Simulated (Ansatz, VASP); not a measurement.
**MgO: VASP beside Ansatz**

```
Mg O
1.0
     3.48408    0.00000    0.00000
    -1.74204    3.01730    0.00000
     0.00000    0.00000    4.08403
Mg O
2 2
Direct
  0.66667 0.33333 0.75000
  0.33333 0.66667 0.25000
  0.66667 0.33333 0.25000
  0.33333 0.66667 0.75000
```

Change from the starting cell: uniaxial_z strain -2.4%.

Alike in both runs: task single point; functional HSE06; k mesh 6 × 6 × 4; no spin polarisation.

|  | VASP | Ansatz |
| --- | --- | --- |
| version | VASP 6.6.1 | Ansatz 0.2.0 |
| potentials or method | VASP PAW PBE potentials, release 64 (Mg, O) | plane waves, PAW |
| plane-wave cutoff (eV) | 520 | 420 |
| occupations | gaussian, width 0.01 eV | fixed |
| valence electrons in the cell | 16 | 32 |

```tsv
	VASP	Ansatz	Ansatz less VASP
gap on the k mesh at the Fermi level (eV)	5.19	5.22	+0.029
pressure (GPa)	3.7	3.8	+0.10
traceless stress, the component that is largest in VASP (GPa)	3.57	3.58	+0.013
```

VASP's potentials hold 16 valence electrons a cell and Ansatz's 32, so a difference there can come from the potentials and not from the codes. Ansatz's warnings: stress exchange threshold loose, stress scf threshold loose.
